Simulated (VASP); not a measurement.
# Ru (R-3m) in VASP: notebook

The runs below take Ru through single point, with PBEsol.

Program: VASP 6.6.1. These are calculated values, not measurements. Logs are shortened: lines on timing, memory, paths and dates and some standing lists are left out, and cuts for length are marked.

## 1. The cell of the first run

Symmetry: R-3m, No. 166, trigonal system. The conventional cell has a = 6.578 Å, b = 6.578 Å, c = 17.475 Å, α = 90.00°, β = 90.00°, γ = 120.00°. Within 2.9 Å of Ru (site symmetry m) lie 6 Ru at 2.20 to 2.53 Å. Ru (site symmetry m) has 7 Ru at 2.48 to 2.53 Å within 3.3 Å.

## 2. Single point, PBEsol

Contents of INCAR:

```
SYSTEM = Ru
  PREC = Accurate
  ENCUT = 520
  EDIFF = 1E-6
  ISMEAR = 0
  SIGMA = 0.1
  LREAL = .FALSE.
  LASPH = .TRUE.
  NELM = 100
  ALGO = Normal
  ISIF = 2
  LWAVE = .FALSE.
  LCHARG = .FALSE.
  GGA = PS
  NBANDS = 96
```

Contents of KPOINTS:

```
regular mesh
0
G
  3 3 3
  0 0 0
```

Contents of POSCAR:

```
Ru
1.0
    3.2892245737      1.8990346930      5.8251235857
   -3.2892245737      1.8990346930      5.8251235857
    0.0000000000     -3.7980693861      5.8251235857
Ru
12
Direct
    0.0189411641      0.6354319856      0.0189411641
    0.0189411641      0.0189411641      0.6354319856
    0.6354319856      0.0189411641      0.0189411641
    0.9810588359      0.3645680144      0.9810588359
    0.3645680144      0.9810588359      0.9810588359
    0.9810588359      0.9810588359      0.3645680144
    0.2329426392      0.6095370139      0.2329426392
    0.2329426392      0.2329426392      0.6095370139
    0.6095370139      0.2329426392      0.2329426392
    0.7670573608      0.3904629861      0.7670573608
    0.3904629861      0.7670573608      0.7670573608
    0.7670573608      0.7670573608      0.3904629861
```

Potentials or basis: VASP PAW PBE potentials, release 64 (Ru_pv).

Command:

```console
$ cat potpaw_PBE.64/Ru_pv/POTCAR > POTCAR
$ mpirun -np 1 vasp_std > vasp.out
```

OUTCAR:

```text
SYSTEM = Ru
   PREC = Accurate
   ENCUT = 520
   EDIFF = 1E-6
   ISMEAR = 0
   LREAL = .FALSE.
   LASPH = .TRUE.
   NELM = 100
   ISIF = 2
   GGA = PS

 ion  position               nearest neighbor table
   1  0.019  0.635  0.019-   4 2.20   7 2.51   2 2.52   3 2.52  11 2.53  12 2.53
   2  0.019  0.019  0.635-   6 2.20   8 2.51   1 2.52   3 2.52  10 2.53  11 2.53
   3  0.635  0.019  0.019-   5 2.20   9 2.51   2 2.52   1 2.52  10 2.53  12 2.53
   4  0.981  0.365  0.981-   1 2.20  10 2.51   6 2.52   5 2.52   9 2.53   8 2.53
   5  0.365  0.981  0.981-   3 2.20  11 2.51   6 2.52   4 2.52   7 2.53   8 2.53
   6  0.981  0.981  0.365-   2 2.20  12 2.51   5 2.52   4 2.52   9 2.53   7 2.53
   7  0.233  0.610  0.233-   8 2.48   9 2.48   1 2.51  11 2.53  12 2.53   5 2.53   6 2.53
   8  0.233  0.233  0.610-   7 2.48   9 2.48   2 2.51  10 2.53  11 2.53   4 2.53   5 2.53
   9  0.610  0.233  0.233-   8 2.48   7 2.48   3 2.51  10 2.53  12 2.53   4 2.53   6 2.53
  10  0.767  0.390  0.767-  12 2.48  11 2.48   4 2.51   9 2.53   8 2.53   3 2.53   2 2.53
  11  0.390  0.767  0.767-  12 2.48  10 2.48   5 2.51   7 2.53   8 2.53   1 2.53   2 2.53
  12  0.767  0.767  0.390-  10 2.48  11 2.48   6 2.51   7 2.53   9 2.53   3 2.53   1 2.53

  LATTYP: Found a trigonal (rhomboedric) cell.
 ALAT       =     6.9539482203
 COS(alpha) =     0.5525400777

  Lattice vectors:

 A1 = (   3.2892245737,   1.8990346930,   5.8251235857)
 A2 = (  -3.2892245737,   1.8990346930,   5.8251235857)
 A3 = (   0.0000000000,  -3.7980693861,   5.8251235857)

Analysis of symmetry for initial positions (statically):
=====================================================================
 Subroutine PRICEL returns:
 Original cell was already a primitive cell.

 Routine SETGRP: Setting up the symmetry group for a
 trigonal (rhombohedral) supercell.

 Subroutine GETGRP returns: Found 12 space group operations
 (whereof 12 operations were pure point group operations)
 out of a pool of 12 trial point group operations.

The static configuration has the point symmetry D_3d.

Analysis of symmetry for dynamics (positions and initial velocities):
=====================================================================
 Subroutine PRICEL returns:
 Original cell was already a primitive cell.

 Routine SETGRP: Setting up the symmetry group for a
 trigonal (rhombohedral) supercell.

 Subroutine GETGRP returns: Found 12 space group operations
 (whereof 12 operations were pure point group operations)
 out of a pool of 12 trial point group operations.

The dynamic configuration has the point symmetry D_3d.

 Subroutine INISYM returns: Found 12 space group operations
 (whereof 12 operations are pure point group operations),
 and found     1 'primitive' translations

----------------------------------------------------------------------------------------

                                     Primitive cell

  volume of cell :     218.3146

  direct lattice vectors                    reciprocal lattice vectors
     3.289224574  1.899034693  5.825123586     0.152011512  0.087763887  0.057223393
    -3.289224574  1.899034693  5.825123586    -0.152011512  0.087763887  0.057223393
     0.000000000 -3.798069386  5.825123586     0.000000000 -0.175527774  0.057223393

  length of vectors
     6.953948220  6.953948220  6.953948220     0.184619924  0.184619924  0.184619924

  position of ions in fractional coordinates (direct lattice)
     0.018941164  0.635431986  0.018941164
     0.018941164  0.018941164  0.635431986
     0.635431986  0.018941164  0.018941164
     0.981058836  0.364568014  0.981058836
     0.364568014  0.981058836  0.981058836
     0.981058836  0.981058836  0.364568014
     0.232942639  0.609537014  0.232942639
     0.232942639  0.232942639  0.609537014
     0.609537014  0.232942639  0.232942639
     0.767057361  0.390462986  0.767057361
     0.390462986  0.767057361  0.767057361
     0.767057361  0.767057361  0.390462986

  ion indices of the primitive-cell ions
   primitive index   ion index
                 1           1
                 2           2
                 3           3
                 4           4
                 5           5
                 6           6
                 7           7
                 8           8
                 9           9
                10          10
                11          11
                12          12

----------------------------------------------------------------------------------------

 KPOINTS: regular mesh

Automatic generation of k-mesh.
 Grid dimensions read from file:
 generate k-points for:    3    3    3

 Generating k-lattice:

  Cartesian coordinates                     Fractional coordinates (reciprocal lattice)
     0.050670504  0.029254629  0.019074464     0.333333333  0.000000000 -0.000000000
    -0.050670504  0.029254629  0.019074464     0.000000000  0.333333333 -0.000000000
     0.000000000 -0.058509258  0.019074464     0.000000000  0.000000000  0.333333333

  Length of vectors
     0.061539975  0.061539975  0.061539975

  Shift w.r.t. Gamma in fractional coordinates (k-lattice)
     0.000000000  0.000000000  0.000000000

 Subroutine IBZKPT returns following result:
 ===========================================

 Found      6 irreducible k-points:

 Following reciprocal coordinates:
            Coordinates               Weight
  0.000000  0.000000  0.000000      1.000000
  0.333333  0.000000 -0.000000      6.000000
  0.333333  0.333333 -0.000000      6.000000
 -0.333333  0.333333  0.000000      6.000000
  0.333333  0.333333  0.333333      2.000000
 -0.333333  0.333333  0.333333      6.000000
   k-points           NKPTS =      6   k-points in BZ     NKDIM =      6   number of bands    NBANDS=     96
   number of dos      NEDOS =    301   number of ions     NIONS =     12
   total plane-waves  NPLWV = 157464
   dimension x,y,z NGX =    54 NGY =   54 NGZ =   54
   dimension x,y,z NGXF=   108 NGYF=  108 NGZF=  108
   ions per type =              12
   NGX,Y,Z   is equivalent  to a cutoff of  12.91, 12.91, 12.91 a.u.
   NGXF,Y,Z  is equivalent  to a cutoff of  25.82, 25.82, 25.82 a.u.
 SYSTEM =  Ru
   PREC   = accura    normal or accurate (medium, high low for compatibility)
   ISTART =      0    job   : 0-new  1-cont  2-samecut
   ICHARG =      2    charge: 1-file 2-atom 10-const
   ISPIN  =      1    spin polarized calculation?
   LNONCOLLINEAR =      F non collinear calculations
   LSORBIT =      F    spin-orbit coupling
   LASPH  =      T    aspherical Exc in radial PAW
   ENCUT  =  520.0 eV  38.22 Ry    6.18 a.u.  12.93 12.93 12.93*2*pi/ulx,y,z
   NELM   =    100;   NELMIN=  2; NELMDL= -5     # of ELM steps
   EDIFF  = 0.1E-05   stopping-criterion for ELM
   LREAL  =      F    real-space projection
   EDIFFG = 0.1E-04   stopping-criterion for IOM
   NSW    =      0    number of steps for IOM
   IBRION =     -1    ionic relax: 0-MD 1-quasi-New 2-CG
   NFREE  =      0    steps in history (QN), initial steepest desc. (CG)
   ISIF   =      2    stress and relaxation
   ISYM   =      2    0-nonsym 1-usesym 2-fastsym
   POTIM  = 0.5000    time-step for ionic-motion
   TEBEG  =    0.0;   TEEND  =   0.0 temperature during run
   PSTRESS=    0.0 pullay stress
   NELECT =     168.0000    total number of electrons
   NUPDOWN=      -1.0000    fix difference up-down
   EMIN   =  10.00;   EMAX   =-10.00  energy-range for DOS
   EFERMI =   0.00;   METHOD = LEGACY
   ISMEAR =     0;   SIGMA  =   0.10  broadening in eV -4-tet -1-fermi 0-gaus
   EFERMI_NEDOS =   21; number of points for ismear=-14 and -15
   IALGO  =     38    algorithm
   IMIX   =      4    mixing-type and parameters
     AMIX     =   0.40;   BMIX     =  1.00
     AMIX_MAG =   1.60;   BMIX_MAG =  1.00
  volume/ion in A,a.u.               =      18.19       122.77
  Fermi-wavevector in a.u.,A,eV,Ry     =   1.500204  2.834974 30.621436  2.250612
  Thomas-Fermi vector in A             =   2.611735
   LORBIT       =      0    0 simple, 1 ext, 2 COOP (PROOUT), +10 PAW based schemes
   GGA     = PS    functional components
   LHFCALC =     F    Hartree Fock is set to
   AEXX    =    0.0000 exact exchange contribution
   IVDW    =     0    specifies the selected vdW correction
   LEPSILON=     F    determine dielectric tensor
   LRPA    =     F    only Hartree local field effects (RPA)
 non-spin polarized calculation
 Gauss-broadening in eV      SIGMA  =   0.10
  energy-cutoff  :      520.00
  volume of cell :      218.31
 maximum number of plane-waves:      5901
 NGX is ok and might be reduce to    54
   NGX = 25   NGY = 25   NGZ = 25

 number of electron     167.9999998 magnetization

 Free energy of the ion-electron system (eV)
  ---------------------------------------------------
  ext. energy  EPLUGINS =         0.00000000
  ---------------------------------------------------
  free energy    TOTEN  =      -109.06627377 eV

  energy without entropy =     -109.00749186  energy(sigma->0) =     -109.03688282

 E-fermi :   8.2219     XC(G=0): -12.0930

 val. band max:        8.1823326177   @ k =   0.0000   0.0000   0.0000
 cond. band min:       8.2478899885   @ k =  -0.3333   0.3333   0.0000
 fundamental gap:      0.0655573708
 Fermi energy:         8.2218882451

 k-point     1 :       0.0000    0.0000    0.0000
  band No.  band energies     occupation
      1     -35.8921      2.00000
      2     -35.6664      2.00000
      3     -35.6664      2.00000
      4     -35.2484      2.00000
      5     -35.1287      2.00000
      6     -35.0443      2.00000
[... 88 lines left out ...]
     95      10.0621      0.00000
     96      10.0791      0.00000

 k-point     2 :       0.3333    0.0000   -0.0000
  band No.  band energies     occupation
      1     -35.8276      2.00000
      2     -35.7091      2.00000
      3     -35.6626      2.00000
      4     -35.2923      2.00000
      5     -35.2286      2.00000
      6     -35.0797      2.00000
[... 484 lines left out ...]
     95       9.8093      0.00000
     96       9.8754      0.00000

------------------------ aborting loop because EDIFF is reached ----------------------------------------

  FORCE on cell =-STRESS in cart. coord.  units (eV):
  Direction    XX          YY          ZZ          XY          YZ          ZX
  --------------------------------------------------------------------------------------
  -------------------------------------------------------------------------------------
  Total        0.0679154      0.0679154      0.9064315      0.0000000     -0.0000000      0.0000000
  in kB        0.4984208      0.4984208      6.6521609      0.0000000     -0.0000000      0.0000000
  external PRESSURE =       2.5496675 kB  Pullay stress =       0.0000000 kB

 VOLUME and BASIS-vectors are now :
 -----------------------------------------------------------------------------
  energy-cutoff  :      520.00
  volume of cell :      218.31
      direct lattice vectors                 reciprocal lattice vectors
     3.289224574  1.899034693  5.825123586     0.152011512  0.087763887  0.057223393
    -3.289224574  1.899034693  5.825123586    -0.152011512  0.087763887  0.057223393
     0.000000000 -3.798069386  5.825123586     0.000000000 -0.175527774  0.057223393

 POSITION                                       TOTAL-FORCE (eV/Angst)
 -----------------------------------------------------------------------------------
     -2.02778      1.17074      3.92214        -0.066253      0.038251      0.148082
      0.00000     -2.34147      3.92214         0.000000     -0.076502      0.148082
      2.02778      1.17074      3.92214         0.066253      0.038251      0.148082
      2.02778     -1.17074     13.55323         0.066253     -0.038251     -0.148082
     -2.02778     -1.17074     13.55323        -0.066253     -0.038251     -0.148082
      0.00000      2.34147     13.55323         0.000000      0.076502     -0.148082
     -1.23870      0.71517      6.26447        -0.004091      0.002362      0.004071
      0.00000     -1.43033      6.26447         0.000000     -0.004724      0.004071
      1.23870      0.71517      6.26447         0.004091      0.002362      0.004071
      1.23870     -0.71517     11.21090         0.004091     -0.002362     -0.004071
     -1.23870     -0.71517     11.21090        -0.004091     -0.002362     -0.004071
      0.00000      1.43033     11.21090         0.000000      0.004724     -0.004071
 -----------------------------------------------------------------------------------
    total drift:                                0.000000      0.000000     -0.000000

  FREE ENERGIE OF THE ION-ELECTRON SYSTEM (eV)
  ---------------------------------------------------
  free  energy   TOTEN  =      -109.0662737709 eV

  energy  without entropy=     -109.0074918642  energy(sigma->0) =     -109.03688282
```

It took 5.5 min on 1 thread of Intel Xeon Platinum 8375C at 2.90GHz (Ice Lake), shared host; peak memory 0.4 GiB.

What came out:

```yaml
Free_energy: -109.0663 eV
Pressure: 0.3 GPa
Largest_force: 0.167 eV/Å
Band_gap_on_the_k_mesh: zero (bands 84 and 85 overlap by 0.20 eV)
```

Forces on the atoms (eV/Å):
```
Ru  -0.066  0.038  0.148
Ru   0.000 -0.077  0.148
Ru   0.066  0.038  0.148
Ru   0.066 -0.038 -0.148
Ru  -0.066 -0.038 -0.148
Ru   0.000  0.077 -0.148
Ru  -0.004  0.002  0.004
Ru   0.000 -0.005  0.004
Ru   0.004  0.002  0.004
Ru   0.004 -0.002 -0.004
Ru  -0.004 -0.002 -0.004
Ru   0.000  0.005 -0.004
```

Levels at points of the mesh, in eV from the Fermi level:
```csv
k point,band 81,band 82,band 83,band 84,band 85,band 86,band 87,band 88
"(0.00, 0.00, 0.00)",-0.39,-0.39,-0.04,0.05,0.05,0.46,0.46,1.02
```

Caveat: the k points lie up to 0.39 Å⁻¹ apart; the PAW data sets were made with another functional, which shifts forces and pressure a little.

## 3. Single point, PBEsol

This run uses another cell than the first one, of 14.42 Å³/atom.

Contents of INCAR:

```
ALGO = Normal
EDIFF = 1E-6
ENCUT = 520
GGA = PS
ISIF = 2
ISMEAR = 0
LASPH = True
LCHARG = False
LREAL = False
LWAVE = False
NBANDS = 96
NELM = 100
PREC = Accurate
SIGMA = 0.1
```

Contents of KPOINTS:

```
k-points
0
Gamma
  6 6 6
```

Contents of POSCAR:

```
Ru
1.0
    3.0827604865      1.7798325967      5.2573463984
   -3.0827604865      1.7798325967      5.2573463984
    0.0000000000     -3.5596651934      5.2573463984
Ru
12
Direct
    0.0101900000      0.6536100000      0.0101900000
    0.0101900000      0.0101900000      0.6536100000
    0.6536100000      0.0101900000      0.0101900000
    0.9898100000      0.3463900000      0.9898100000
    0.3463900000      0.9898100000      0.9898100000
    0.9898100000      0.9898100000      0.3463900000
    0.2211800000      0.6306000000      0.2211800000
    0.2211800000      0.2211800000      0.6306000000
    0.6306000000      0.2211800000      0.2211800000
    0.7788200000      0.3694000000      0.7788200000
    0.3694000000      0.7788200000      0.7788200000
    0.7788200000      0.7788200000      0.3694000000
```

Potentials or basis: VASP PAW PBE potentials, release 64 (Ru_pv).

Command:

```console
$ cat potpaw_PBE.64/Ru_pv/POTCAR > POTCAR
$ mpirun -np 1 vasp_std > vasp.out
```

It took 16 min on 1 thread of Intel Xeon Platinum 8375C at 2.90GHz (Ice Lake), shared host; peak memory 0.52 GiB.

It converged, with:

* Free energy: -92.0302 eV
* Pressure: 109.3 GPa
* Largest force: 11.025 eV/Å
* Band gap on the k mesh: zero (bands 84 and 85 overlap by 0.42 eV)

Forces on the atoms (eV/Å):
```
Ru    6.117  -3.531  -4.569
Ru    0.000   7.063  -4.569
Ru   -6.117  -3.531  -4.569
Ru   -6.117   3.531   4.569
Ru    6.117   3.531   4.569
Ru    0.000  -7.063   4.569
Ru    9.364  -5.406   2.152
Ru    0.000  10.813   2.152
Ru   -9.364  -5.406   2.152
Ru   -9.364   5.406  -2.152
Ru    9.364   5.406  -2.152
Ru    0.000 -10.813  -2.152
```

Stress tensor (GPa, compression positive):
```
107.97   0.00   0.00
  0.00 107.97   0.00
  0.00   0.00 111.81
```

Levels at points of the mesh, in eV from the Fermi level:
```tsv
k point	band 81	band 82	band 83	band 84	band 85	band 86	band 87	band 88
(0.00, 0.00, 0.00)	-0.69	-0.69	-0.36	-0.13	-0.13	0.71	0.71	1.37
(0.50, 0.00, 0.00)	-1.16	-0.57	-0.10	-0.09	0.15	0.57	0.87	1.14
(0.50, 0.50, 0.00)	-0.85	-0.68	-0.66	-0.32	-0.27	0.39	0.56	0.57
(0.50, 0.50, 0.50)	-0.27	-0.17	-0.17	-0.03	0.11	0.19	0.19	1.18
```

Caveat: the cell stands under pressure; the PAW data sets were made with another functional, which shifts forces and pressure a little.
